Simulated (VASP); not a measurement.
# V in VASP: settings compared, part 2 of 2

VASP 6.6.1. The steps go on from the part before.

## (5) Single point, r2SCAN, collinear spin, ferromagnetic start

This run uses another cell than the first one, of 14.70 Å³/atom, 1.082 times its volume.

Input file POSCAR:

```
V
1.0
    2.6553716605      0.0000000000      0.0000000000
   -1.3276858302      2.2996193144      0.0000000000
    0.0000000000      0.0000000000      4.8159739502
V
2
Direct
    0.3333333333      0.6666666667      0.2500000000
    0.6666666667      0.3333333333      0.7500000000
```

Input file INCAR.step1:

```
SYSTEM = V
PREC     = Accurate       ! precision mode
ENCUT    = 520            ! plane-wave cutoff, eV
ISMEAR   = -1             ! smearing method
SIGMA    = 0.05           ! smearing width, eV
LREAL    = .FALSE.        ! projectors in reciprocal space
LASPH    = .TRUE.         ! aspherical terms in the spheres
NELM     = 150            ! most SCF steps
ISPIN    = 2              ! spin polarisation
MAGMOM   = 2 2            ! initial moments
LMAXMIX  = 4              ! l up to which the mixer works
NBANDS   = 24             ! bands
GGA      = PE             ! functional
ALGO     = Normal         ! electronic algorithm
EDIFF    = 1E-4           ! SCF threshold, eV
LWAVE    = .TRUE.         ! write WAVECAR
LCHARG   = .FALSE.        ! write CHGCAR
```

Input file INCAR.step2:

```
SYSTEM = V
PREC     = Accurate       ! precision mode
ENCUT    = 520            ! plane-wave cutoff, eV
EDIFF    = 1E-6           ! SCF threshold, eV
ISMEAR   = -1             ! smearing method
SIGMA    = 0.05           ! smearing width, eV
LREAL    = .FALSE.        ! projectors in reciprocal space
LASPH    = .TRUE.         ! aspherical terms in the spheres
NELM     = 150            ! most SCF steps
ALGO     = Normal         ! electronic algorithm
ISIF     = 2              ! what is computed and relaxed
LWAVE    = .FALSE.        ! write WAVECAR
LCHARG   = .FALSE.        ! write CHGCAR
ISPIN    = 2              ! spin polarisation
MAGMOM   = 2 2            ! initial moments
LORBIT   = 11             ! projections on sites
LMAXMIX  = 4              ! l up to which the mixer works
METAGGA  = R2SCAN         ! meta-GGA
LMIXTAU  = .TRUE.       
NBANDS   = 24             ! bands
ISTART   = 1
```

Input file KPOINTS:

```
Automatic mesh
0
G
  12 12 6
  0 0 0
```

Run with:

```console
> cat potpaw_PBE.64/V_sv/POTCAR > POTCAR
> cp INCAR.step1 INCAR
> mpirun -np 1 vasp_std > vasp.out
> cp INCAR.step2 INCAR
> mpirun -np 1 vasp_std > vasp.out
```

Wall time 3.1 min (1 thread of AMD EPYC 9R45 (Zen 5), shared host); peak memory 0.17 GiB.

The run converged. Its results:

```yaml
Free_energy: -27.6596 eV
Pressure: -11.6 GPa
Band_gap_on_the_k_mesh: zero (filled and empty bands overlap)
Net_moment: 0.01 μB per cell
Valence_electrons_inside_the_program's_atomic_spheres: V 11.51
```

Stress tensor (GPa, compression positive):
```
-11.18   0.00   0.00
  0.00 -11.18   0.00
  0.00   0.00 -12.38
```

Levels at points of the mesh, in eV from the Fermi level:
Spin up:
```tsv
k point	band 9	band 10	band 11	band 12	band 13	band 14	band 15	band 16	band 17	band 18
(0.00, 0.00, 0.00)	-7.20	-3.56	-0.61	-0.58	0.37	0.37	0.67	0.67	1.94	1.94
(0.50, 0.00, 0.00)	-2.89	-2.89	-2.55	-0.43	-0.25	0.23	0.78	3.00	3.40	3.50
(0.00, 0.00, 0.50)	-5.43	-5.43	-1.09	-1.09	0.42	0.42	0.42	0.42	2.56	2.56
(0.50, 0.00, 0.50)	-3.19	-3.19	-1.73	-1.73	1.40	1.40	1.76	1.76	3.45	3.45
```
Spin down:
| k point | band 11 | band 12 | band 13 | band 14 | band 15 | band 16 |
| --- | --- | --- | --- | --- | --- | --- |
| (0.00, 0.00, 0.00) | -0.60 | -0.58 | 0.38 | 0.38 | 0.68 | 0.68 |
| (0.50, 0.00, 0.00) | -2.55 | -0.43 | -0.25 | 0.24 | 0.79 | 3.00 |
| (0.00, 0.00, 0.50) | -1.08 | -1.08 | 0.42 | 0.42 | 0.42 | 0.42 |
| (0.50, 0.00, 0.50) | -1.72 | -1.72 | 1.40 | 1.40 | 1.76 | 1.76 |

Caveat: the PAW data sets were made with another functional, which shifts forces and pressure a little.

## (6) Single point, PBEsol, collinear spin, ferromagnetic start

This run uses another cell than the first one, of 13.87 Å³/atom, 1.020 times its volume.

Input file INCAR:

```
PREC = Accurate ; ENCUT = 520
EDIFF = 1E-6 ; ISMEAR = -1
SIGMA = 0.05 ; LREAL = F
LASPH = T ; NELM = 150
ALGO = Fast ; ISIF = 2
LWAVE = F ; LCHARG = F
ISPIN = 2 ; MAGMOM = 2 2
LORBIT = 11 ; LMAXMIX = 4
GGA = PS ; NBANDS = 24
```

Input file KPOINTS:

```
regular mesh
0
Gamma
  12 12 6
```

Input file POSCAR:

```
V
1.0
    2.6042941027      0.0000000000      0.0000000000
   -1.3021470513      2.2553848518      0.0000000000
    0.0000000000      0.0000000000      4.7233360000
V
2
Direct
    0.3333333333      0.6666666667      0.2500000000
    0.6666666667      0.3333333333      0.7500000000
```

Potentials or basis: VASP PAW PBE potentials, release 64 (V_sv).

Run with:

```console
> cat potpaw_PBE.64/V_sv/POTCAR > POTCAR
> mpirun -np 1 vasp_std > vasp.out
```

OUTCAR:

```text
PREC = Accurate
   ENCUT = 520
   EDIFF = 1E-6
   ISMEAR = -1
   LREAL = F
   LASPH = T
   NELM = 150
   ISIF = 2
   ISPIN = 2
   LORBIT = 11
   GGA = PS

 ion  position               nearest neighbor table
   1  0.333  0.667  0.250-   2 2.80   2 2.80   2 2.80   2 2.80   2 2.80   2 2.80
   2  0.667  0.333  0.750-   1 2.80   1 2.80   1 2.80   1 2.80   1 2.80   1 2.80

  LATTYP: Found a hexagonal cell.
 ALAT       =     2.6042941027
 C/A-ratio  =     1.8136722712

  Lattice vectors:

 A1 = (   2.6042941027,   0.0000000000,   0.0000000000)
 A2 = (  -1.3021470513,   2.2553848518,   0.0000000000)
 A3 = (   0.0000000000,   0.0000000000,   4.7233360000)

Analysis of symmetry for initial positions (statically):
=====================================================================
 Subroutine PRICEL returns:
 Original cell was already a primitive cell.

 Routine SETGRP: Setting up the symmetry group for a
 hexagonal supercell.

 Subroutine GETGRP returns: Found 24 space group operations
 (whereof 12 operations were pure point group operations)
 out of a pool of 24 trial point group operations.

The static configuration has the point symmetry D_3d.
 The point group associated with its full space group is D_6h.

Analysis of symmetry for dynamics (positions and initial velocities):
=====================================================================
 Subroutine PRICEL returns:
 Original cell was already a primitive cell.

 Routine SETGRP: Setting up the symmetry group for a
 hexagonal supercell.

 Subroutine GETGRP returns: Found 24 space group operations
 (whereof 12 operations were pure point group operations)
 out of a pool of 24 trial point group operations.

The dynamic configuration has the point symmetry D_3d.
 The point group associated with its full space group is D_6h.

Analysis of structural, dynamic, and magnetic symmetry:
=====================================================================
 Subroutine PRICEL returns:
[... 148 lines left out ...]

 number of electron      26.0000014 magnetization      -0.0064974

 number of electron      26.0000014 magnetization       0.0003019

 Free energy of the ion-electron system (eV)
  ---------------------------------------------------
  ext. energy  EPLUGINS =         0.00000000
  ---------------------------------------------------
  free energy    TOTEN  =       -18.72837589 eV

  energy without entropy =      -18.70257700  energy(sigma->0) =      -18.71547644

 E-fermi :   9.5506     XC(G=0): -12.8793

 val. band max:        9.5387105162   @ k =   0.1667  -0.0000   0.0000
 cond. band min:       9.5665635530   @ k =   0.3333   0.1667   0.5000
 fundamental gap:      0.0278530368
 Fermi energy:         9.5505600549

 spin component 1

 k-point     1 :       0.0000    0.0000    0.0000
  band No.  band energies     occupation
      1     -54.2280      1.00000
      2     -54.1190      1.00000
      3     -28.4405      1.00000
      4     -27.7994      1.00000
      5     -27.6584      1.00000
      6     -27.6583      1.00000
[... 637 lines left out ...]
     23      24.4968      0.00000
     24      26.5914      0.00000

 [... further k-points ...]

 spin component 2

 k-point     1 :       0.0000    0.0000    0.0000
  band No.  band energies     occupation
      1     -54.2278      1.00000
      2     -54.1189      1.00000
      3     -28.4403      1.00000
      4     -27.7992      1.00000
      5     -27.6582      1.00000
      6     -27.6582      1.00000
[... 637 lines left out ...]
     23      24.4968      0.00000
     24      26.5913      0.00000

 [... further k-points ...]
[... 5 lines left out ...]
  --------------------------------------------------------------------------------------
  -------------------------------------------------------------------------------------
  Total       -1.2096050     -1.2096050     -1.2409752     -0.0000000      0.0000000      0.0000000
  in kB      -69.8545361    -69.8545361    -71.6661624     -0.0000000      0.0000000      0.0000000
  external PRESSURE =     -70.4584116 kB  Pullay stress =       0.0000000 kB

 VOLUME and BASIS-vectors are now :
 -----------------------------------------------------------------------------
  energy-cutoff  :      520.00
  volume of cell :       27.74
      direct lattice vectors                 reciprocal lattice vectors
     2.604294103  0.000000000  0.000000000     0.383981210  0.221691655  0.000000000
    -1.302147051  2.255384852  0.000000000     0.000000000  0.443383310  0.000000000
     0.000000000  0.000000000  4.723336000     0.000000000  0.000000000  0.211714771

 POSITION                                       TOTAL-FORCE (eV/Angst)
 -----------------------------------------------------------------------------------
     -0.00000      1.50359      1.18083         0.000000     -0.000000      0.000000
      1.30215      0.75179      3.54250        -0.000000      0.000000      0.000000
 -----------------------------------------------------------------------------------
    total drift:                                0.000000     -0.000000      0.000000

  FREE ENERGIE OF THE ION-ELECTRON SYSTEM (eV)
  ---------------------------------------------------
  free  energy   TOTEN  =       -18.7283758879 eV

  energy  without entropy=      -18.7025769980  energy(sigma->0) =      -18.71547644

 total charge

# of ion       s       p       d       tot
------------------------------------------
    1        2.345   6.210   3.078  11.634
    2        2.345   6.210   3.078  11.634
--------------------------------------------------
tot          4.690  12.420   6.157  23.267

 magnetization (x)

# of ion       s       p       d       tot
------------------------------------------
    1        0.000  -0.000   0.000   0.000
    2        0.000  -0.000   0.000   0.000
--------------------------------------------------
tot          0.000  -0.000   0.000   0.000
```

OSZICAR:

```text
N       E                     dE             d eps       ncg     rms          rms(c)
DAV:   1     0.315194497885E+03    0.31519E+03   -0.15665E+04  7296   0.127E+03
DAV:   2    -0.120890711687E+02   -0.32728E+03   -0.31761E+03  7472   0.419E+02
DAV:   3    -0.206247807737E+02   -0.85357E+01   -0.85060E+01  8560   0.805E+01
DAV:   4    -0.206805570944E+02   -0.55776E-01   -0.55774E-01  8040   0.693E+00
DAV:   5    -0.206813438930E+02   -0.78680E-03   -0.78679E-03  8584   0.753E-01    0.274E+01
RMM:   6    -0.184666010655E+02    0.22147E+01   -0.64409E+00  7559   0.203E+01    0.439E+00
RMM:   7    -0.186784129267E+02   -0.21181E+00   -0.40946E-01  7834   0.497E+00    0.425E+00
RMM:   8    -0.187055040969E+02   -0.27091E-01   -0.29079E-02  8068   0.159E+00    0.157E+00
RMM:   9    -0.187193902460E+02   -0.13886E-01   -0.56765E-03  8297   0.757E-01    0.838E-01
RMM:  10    -0.187281580427E+02   -0.87678E-02   -0.47550E-03  7805   0.603E-01    0.726E-02
RMM:  11    -0.187283671063E+02   -0.20906E-03   -0.44736E-04  8052   0.201E-01    0.286E-02
RMM:  12    -0.187283730657E+02   -0.59594E-05   -0.62963E-05  8248   0.846E-02    0.203E-02
RMM:  13    -0.187283754593E+02   -0.23935E-05   -0.13428E-05  7586   0.364E-02    0.943E-03
RMM:  14    -0.187283758879E+02   -0.42862E-06   -0.22081E-06  5578   0.152E-02
   1 F= -.18728376E+02 E0= -.18715476E+02  d E =-.257989E-01  mag=    -0.0001
```

Run time: 84 s. Hardware: 1 thread of AMD EPYC 7R43 (Zen 3), shared host; peak memory 0.16 GiB.

What came out:

```
Free energy                                           : -18.7284 eV
Pressure                                              : -7.0 GPa
Band gap on the k mesh                                : zero (filled and empty bands overlap)
Net moment                                            : 0.00 μB per cell
Valence electrons inside the program's atomic spheres : V 11.63
```

Caveat: the PAW data sets were made with another functional, which shifts forces and pressure a little.

## (7) Summary

| level | cell | k mesh | smearing | gap on the mesh (eV) | pressure (GPa) | moment (μB) |
| --- | --- | --- | --- | --- | --- | --- |
| PBEsol | a = 2.587, b = 2.587, c = 4.692 Å, angles 90.0, 90.0, 120.0°, 2 atoms | 12 × 12 × 6 | fermi-dirac 0.05 eV | none | -3.7 | 0.00 |
| PBEsol | a = 2.604, b = 2.604, c = 4.723 Å, angles 90.0, 90.0, 120.0°, 2 atoms | 10 × 10 × 5 | methfessel-paxton 0.05 eV | none | -7.0 | 0.00 |
| r2SCAN | a = 2.639, b = 2.639, c = 4.785 Å, angles 90.0, 90.0, 120.0°, 2 atoms | 12 × 12 × 6 | fermi-dirac 0.05 eV | none | -8.9 | 0.00 |
| r2SCAN | a = 2.655, b = 2.655, c = 4.816 Å, angles 90.0, 90.0, 120.0°, 2 atoms | 12 × 12 × 6 | fermi-dirac 0.05 eV | none | -11.6 | 0.01 |
| PBEsol | a = 2.604, b = 2.604, c = 4.723 Å, angles 90.0, 90.0, 120.0°, 2 atoms | 12 × 12 × 6 | fermi-dirac 0.05 eV | none | -7.0 | 0.00 |

Some of these runs hold the atoms at other places in the same cell, which the table doesn't show; runs alike in all that it shows share one row.

Alike in all rows: task single point; potentials or basis VASP PAW PBE potentials, release 64 (V_sv); spin collinear, ferromagnetic start; cutoff (eV) 520.

Caveats: the PAW data sets were made with another functional, which shifts forces and pressure a little.

Total energies depend on the potentials used, so only differences within one code and one set of settings carry meaning.
